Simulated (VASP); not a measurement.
# W (Im-3m) in VASP: further runs

W is run at these levels: PBE; tasks: single point, relaxation of cell and atoms.

Program: VASP 6.6.1. These are calculated values, not measurements. Logs are shortened: lines on timing, memory, paths and dates and some standing lists are left out, and cuts for length are marked.

## (1) The cell of the first run

It takes space group Im-3m (No. 229, cubic). The conventional cell has a = 3.193 Å, b = 3.193 Å, c = 3.193 Å, α = 90.00°, β = 90.00°, γ = 90.00°. W (site symmetry m-3m) has 14 W at 2.77 to 3.19 Å within 3.6 Å.

## (2) Single point, PBE

Input file INCAR:

```
PREC = Accurate
ENCUT = 500
EDIFF = 1E-6
ISMEAR = -1
SIGMA = 0.5
LREAL = False
LASPH = True
NELM = 120
ALGO = Normal
ISIF = 2
LWAVE = False
LCHARG = False
GGA = PE
NBANDS = 13
GGA_COMPAT = False
```

Input file KPOINTS:

```
Automatic mesh
0
Gamma
  17 17 17
```

Input file POSCAR:

```
W
1.0
   -1.5966645310      1.5966645310      1.5966645310
    1.5966645310     -1.5966645310      1.5966645310
    1.5966645310      1.5966645310     -1.5966645310
W
1
Direct
    0.0000000000      0.0000000000      0.0000000000
```

Potentials or basis: VASP PAW PBE potentials, release 64 (W_sv).

The run is started by

```sh
> cat potpaw_PBE.64/W_sv/POTCAR > POTCAR
> mpirun -np 1 vasp_std > vasp.out
```

OUTCAR:

```text
PREC = Accurate
   ENCUT = 500
   EDIFF = 1E-6
   ISMEAR = -1
   LREAL = False
   LASPH = True
   NELM = 120
   ISIF = 2
   GGA = PE

 ion  position               nearest neighbor table
   1  0.000  0.000  0.000-

  LATTYP: Found a body centered cubic cell.
 ALAT       =     3.1933290620

  Lattice vectors:

 A1 = (  -1.5966645310,   1.5966645310,   1.5966645310)
 A2 = (   1.5966645310,  -1.5966645310,   1.5966645310)
 A3 = (   1.5966645310,   1.5966645310,  -1.5966645310)

Analysis of symmetry for initial positions (statically):
=====================================================================
 Subroutine PRICEL returns:
 Original cell was already a primitive cell.

 Routine SETGRP: Setting up the symmetry group for a
 body centered cubic supercell.

 Subroutine GETGRP returns: Found 48 space group operations
 (whereof 48 operations were pure point group operations)
 out of a pool of 48 trial point group operations.

The static configuration has the point symmetry O_h .

Analysis of symmetry for dynamics (positions and initial velocities):
=====================================================================
 Subroutine PRICEL returns:
 Original cell was already a primitive cell.

 Routine SETGRP: Setting up the symmetry group for a
 body centered cubic supercell.

 Subroutine GETGRP returns: Found 48 space group operations
 (whereof 48 operations were pure point group operations)
 out of a pool of 48 trial point group operations.

The dynamic configuration has the point symmetry O_h .

 Subroutine INISYM returns: Found 48 space group operations
 (whereof 48 operations are pure point group operations),
 and found     1 'primitive' translations

----------------------------------------------------------------------------------------

                                     Primitive cell

  volume of cell :      16.2817

  direct lattice vectors                    reciprocal lattice vectors
    -1.596664531  1.596664531  1.596664531     0.000000000  0.313152820  0.313152820
     1.596664531 -1.596664531  1.596664531     0.313152820  0.000000000  0.313152820
     1.596664531  1.596664531 -1.596664531     0.313152820  0.313152820  0.000000000

  length of vectors
     2.765504090  2.765504090  2.765504090     0.442864965  0.442864965  0.442864965

  position of ions in fractional coordinates (direct lattice)
     0.000000000  0.000000000  0.000000000

  ion indices of the primitive-cell ions
   primitive index   ion index
                 1           1

----------------------------------------------------------------------------------------

 KPOINTS: Automatic mesh

Automatic generation of k-mesh.
 Grid dimensions read from file:
 generate k-points for:   17   17   17

 Generating k-lattice:

  Cartesian coordinates                     Fractional coordinates (reciprocal lattice)
     0.000000000  0.018420754  0.018420754     0.058823529  0.000000000  0.000000000
     0.018420754  0.000000000  0.018420754     0.000000000  0.058823529  0.000000000
     0.018420754  0.018420754  0.000000000     0.000000000  0.000000000  0.058823529

  Length of vectors
     0.026050880  0.026050880  0.026050880

  Shift w.r.t. Gamma in fractional coordinates (k-lattice)
     0.000000000  0.000000000  0.000000000

 Subroutine IBZKPT returns following result:
 ===========================================

 Found    165 irreducible k-points:

 Following reciprocal coordinates:
            Coordinates               Weight
  0.000000  0.000000  0.000000      1.000000
  0.058824  0.000000  0.000000     12.000000
  0.117647  0.000000  0.000000     12.000000
  0.176471  0.000000  0.000000     12.000000
  0.235294  0.000000  0.000000     12.000000
  0.294118  0.000000  0.000000     12.000000
[... 16 lines left out ...]
  0.411765  0.117647  0.000000     48.000000
  0.176471  0.176471  0.000000     24.000000
 [... further k-points ...]
   k-points           NKPTS =    165   k-points in BZ     NKDIM =    165   number of bands    NBANDS=     13
   number of dos      NEDOS =    301   number of ions     NIONS =      1
   total plane-waves  NPLWV =   8000
   dimension x,y,z NGX =    20 NGY =   20 NGZ =   20
   dimension x,y,z NGXF=    40 NGYF=   40 NGZF=   40
   ions per type =               1
   NGX,Y,Z   is equivalent  to a cutoff of  12.02, 12.02, 12.02 a.u.
   NGXF,Y,Z  is equivalent  to a cutoff of  24.05, 24.05, 24.05 a.u.
 SYSTEM =  unknown system
   PREC   = accura    normal or accurate (medium, high low for compatibility)
   ISTART =      0    job   : 0-new  1-cont  2-samecut
   ICHARG =      2    charge: 1-file 2-atom 10-const
   ISPIN  =      1    spin polarized calculation?
   LNONCOLLINEAR =      F non collinear calculations
   LSORBIT =      F    spin-orbit coupling
   LASPH  =      T    aspherical Exc in radial PAW
   ENCUT  =  500.0 eV  36.75 Ry    6.06 a.u.   5.04  5.04  5.04*2*pi/ulx,y,z
   NELM   =    120;   NELMIN=  2; NELMDL= -5     # of ELM steps
   EDIFF  = 0.1E-05   stopping-criterion for ELM
   LREAL  =      F    real-space projection
   EDIFFG = 0.1E-04   stopping-criterion for IOM
   NSW    =      0    number of steps for IOM
   IBRION =     -1    ionic relax: 0-MD 1-quasi-New 2-CG
   NFREE  =      0    steps in history (QN), initial steepest desc. (CG)
   ISIF   =      2    stress and relaxation
   ISYM   =      2    0-nonsym 1-usesym 2-fastsym
   POTIM  = 0.5000    time-step for ionic-motion
   TEBEG  =    0.0;   TEEND  =   0.0 temperature during run
   PSTRESS=    0.0 pullay stress
   NELECT =      14.0000    total number of electrons
   NUPDOWN=      -1.0000    fix difference up-down
   EMIN   =  10.00;   EMAX   =-10.00  energy-range for DOS
   EFERMI =   0.00;   METHOD = LEGACY
   ISMEAR =    -1;   SIGMA  =   0.50  broadening in eV -4-tet -1-fermi 0-gaus
   EFERMI_NEDOS =   21; number of points for ismear=-14 and -15
   IALGO  =     38    algorithm
   IMIX   =      4    mixing-type and parameters
     AMIX     =   0.40;   BMIX     =  1.00
     AMIX_MAG =   1.60;   BMIX_MAG =  1.00
  volume/ion in A,a.u.               =      16.28       109.87
  Fermi-wavevector in a.u.,A,eV,Ry     =   1.556744  2.941819 32.973060  2.423452
  Thomas-Fermi vector in A             =   2.660495
   LORBIT       =      0    0 simple, 1 ext, 2 COOP (PROOUT), +10 PAW based schemes
   GGA     = PE    functional components
   LHFCALC =     F    Hartree Fock is set to
   AEXX    =    0.0000 exact exchange contribution
   IVDW    =     0    specifies the selected vdW correction
   LEPSILON=     F    determine dielectric tensor
   LRPA    =     F    only Hartree local field effects (RPA)
 non-spin polarized calculation
  energy-cutoff  :      500.00
  volume of cell :       16.28
 maximum number of plane-waves:       424
   NGX =  9   NGY =  9   NGZ =  9

 number of electron      13.9999999 magnetization

 Free energy of the ion-electron system (eV)
  ---------------------------------------------------
  ext. energy  EPLUGINS =         0.00000000
  ---------------------------------------------------
  free energy    TOTEN  =       -13.18971302 eV

  energy without entropy =      -12.63326035  energy(sigma->0) =      -12.91148668

 E-fermi :  10.9772     XC(G=0): -13.4826

 val. band max:       10.9610909903   @ k =  -0.1176   0.1765   0.0588
 cond. band min:      11.0055044618   @ k =   0.0588   0.0588   0.0588
 fundamental gap:      0.0444134715
 Fermi energy:        10.9771728233

 k-point     1 :       0.0000    0.0000    0.0000
  band No.  band energies     occupation
      1     -63.0962      2.00000
      2     -26.7040      2.00000
      3     -26.7040      2.00000
      4     -26.7040      2.00000
      5       1.5702      2.00000
      6       9.8992      1.79243
      7       9.8992      1.79243
      8       9.8992      1.79243
      9      13.2840      0.01964
     10      13.2840      0.01964
     11      25.5101      0.00000
     12      25.5101      0.00000
     13      25.5101      0.00000

 k-point     2 :       0.0588    0.0000    0.0000
  band No.  band energies     occupation
      1     -63.0923      2.00000
      2     -26.7471      2.00000
      3     -26.7176      2.00000
      4     -26.7042      2.00000
      5       1.7329      2.00000
      6       9.8005      1.82641
      7       9.8768      1.80063
      8      10.0555      1.72671
      9      13.1268      0.02680
     10      13.2851      0.01959
     11      25.6481      0.00000
     12      25.7873      0.00000
     13      25.9035      0.00000

 k-point     3 :       0.1176    0.0000    0.0000
  band No.  band energies     occupation
      1     -63.0809      2.00000
      2     -26.8690      2.00000
      3     -26.7560      2.00000
      4     -26.7047      2.00000
      5       2.2013      2.00000
      6       9.5301      1.89511
      7       9.7772      1.83364
      8      10.5188      1.42879
      9      12.8028      0.05060
     10      13.2971      0.01913
     11      25.9820      0.00000
     12      26.5914      0.00000
     13      26.8819      0.00000
[... 305 lines left out ...]
 k-point    23 :       0.4118    0.1176    0.0000
  band No.  band energies     occupation
      1     -62.9740      2.00000
      2     -27.8280      2.00000
      3     -27.1376      2.00000
      4     -26.7675      2.00000
      5       5.4243      1.99997
      6       7.7581      1.99681
      7      10.5928      1.36648
      8      13.0169      0.03327
      9      14.4339      0.00199
     10      17.6583      0.00000
     11      21.2213      0.00000
     12      23.3972      0.00000
     13      27.1654      0.00000

 k-point    24 :       0.1765    0.1765    0.0000
  band No.  band energies     occupation
      1     -63.0156      2.00000
      2     -27.4662      2.00000
      3     -26.9587      2.00000
      4     -26.7827      2.00000
      5       4.9302      1.99999
      6       8.4329      1.98774
      7       8.6753      1.98017
      8      12.3108      0.12986
      9      13.9286      0.00545
     10      14.1864      0.00326
     11      25.2142      0.00000
     12      27.1750      0.00000
     13      29.5794      0.00000

 [... further k-points ...]

------------------------ aborting loop because EDIFF is reached ----------------------------------------

  FORCE on cell =-STRESS in cart. coord.  units (eV):
  Direction    XX          YY          ZZ          XY          YZ          ZX
  --------------------------------------------------------------------------------------
  -------------------------------------------------------------------------------------
  Total        0.0446094      0.0446094      0.0446094      0.0000000     -0.0000000      0.0000000
  in kB        4.3897098      4.3897098      4.3897098      0.0000000     -0.0000000      0.0000000
  external PRESSURE =       4.3897098 kB  Pullay stress =       0.0000000 kB

 VOLUME and BASIS-vectors are now :
 -----------------------------------------------------------------------------
  energy-cutoff  :      500.00
  volume of cell :       16.28
      direct lattice vectors                 reciprocal lattice vectors
    -1.596664531  1.596664531  1.596664531     0.000000000  0.313152820  0.313152820
     1.596664531 -1.596664531  1.596664531     0.313152820  0.000000000  0.313152820
     1.596664531  1.596664531 -1.596664531     0.313152820  0.313152820  0.000000000

 POSITION                                       TOTAL-FORCE (eV/Angst)
 -----------------------------------------------------------------------------------
      0.00000      0.00000      0.00000         0.000000      0.000000      0.000000
 -----------------------------------------------------------------------------------
    total drift:                                0.000000     -0.000000     -0.000000

  FREE ENERGIE OF THE ION-ELECTRON SYSTEM (eV)
  ---------------------------------------------------
  free  energy   TOTEN  =       -13.1897130177 eV

  energy  without entropy=      -12.6332603451  energy(sigma->0) =      -12.91148668
```

Run time: 34 s. Hardware: 1 thread of AMD EPYC 7R43 (Zen 3), shared host; peak memory 0.11 GiB.

Results:

* Free energy: -13.1897 eV
* Pressure: 0.4 GPa
* Band gap on the k mesh: zero (band 7 reaches 15.67 eV, above the bottom of band 8 at 9.90 eV)

Caveat: spin-orbit coupling is left out, which moves the levels of the heavy elements.

## (3) Relaxation of cell and atoms, PBE

This run uses another cell than the first one, of 15.93 Å³/atom, 0.979 times its volume.

Input file INCAR:

```
SYSTEM = W
ALGO = Normal
EDIFF = 1E-7
EDIFFG = -0.005
ENCUT = 500
GGA = PE
GGA_COMPAT = .False.
IBRION = 2
ISIF = 3
ISMEAR = -1
LASPH = .True.
LCHARG = .False.
LREAL = .False.
LWAVE = .False.
NELM = 120
NELMIN = 4
NSW = 80
PREC = Accurate
SIGMA = 0.5
```

Input file KPOINTS:

```
k-points
0
Gamma
  17 17 17
  0 0 0
```

Input file POSCAR:

```
W
1.0
   -1.5851578000      1.5851578000      1.5851578000
    1.5851578000     -1.5851578000      1.5851578000
    1.5851578000      1.5851578000     -1.5851578000
W
1
Direct
    0.0000000000      0.0000000000      0.0000000000
```

Potentials or basis: VASP PAW PBE potentials, release 64 (W_sv).

The run is started by

```sh
> cat potpaw_PBE.64/W_sv/POTCAR > POTCAR
> mpirun -np 1 vasp_std > vasp.out
```

Run time: 98 s. Hardware: 1 thread of AMD EPYC 7R43 (Zen 3), shared host; peak memory 0.11 GiB.

The run converged. Its results:

```yaml
Free_energy: -13.1895 eV
Relaxed_volume: 16.31 Å³/atom
Relaxed_cell: a = 2.767 Å, b = 2.767 Å, c = 2.767 Å, α = 109.47°, β = 109.47°, γ = 109.47°
Space_group_after_relaxing_to_0.05_Å: Im-3m (No. 229)
Energy_gained_by_relaxing: 8.0 meV/atom
Ionic_steps: 4
Pressure_after_relaxing: 0.0 GPa
Band_gap_on_the_k_mesh: zero (band 7 reaches 15.64 eV, above the bottom of band 8 at 9.88 eV)
```

Step by step:
| step | energy change (eV) | largest force (eV/Å) | pressure (GPa) | volume (Å³) |
| --- | --- | --- | --- | --- |
| 1 | 0.0000 | 0.0000 | 6.98 | 15.93 |
| 2 | 0.0701 | 0.0000 | -18.20 | 17.59 |
| 3 | -0.0080 | 0.0000 | -0.19 | 16.32 |
| 4 | -0.0080 | 0.0000 | -0.02 | 16.31 |

Final structure:
```yaml
crystal:
  lattice:
    - [-1.59754, 1.59754, 1.59754]
    - [1.59754, -1.59754, 1.59754]
    - [1.59754, 1.59754, -1.59754]
  atoms:
    - { symbol: W, position: [0.00000, 0.00000, 0.00000] }
```

Levels at points of the mesh, in eV from the Fermi level:
```tsv
k point	band 3	band 4	band 5	band 6	band 7	band 8	band 9	band 10	band 11
(0.00, 0.00, 0.00)	-37.69	-37.69	-9.40	-1.08	-1.08	-1.08	2.30	2.30	14.53
```

Caveat: spin-orbit coupling is left out, which moves the levels of the heavy elements.
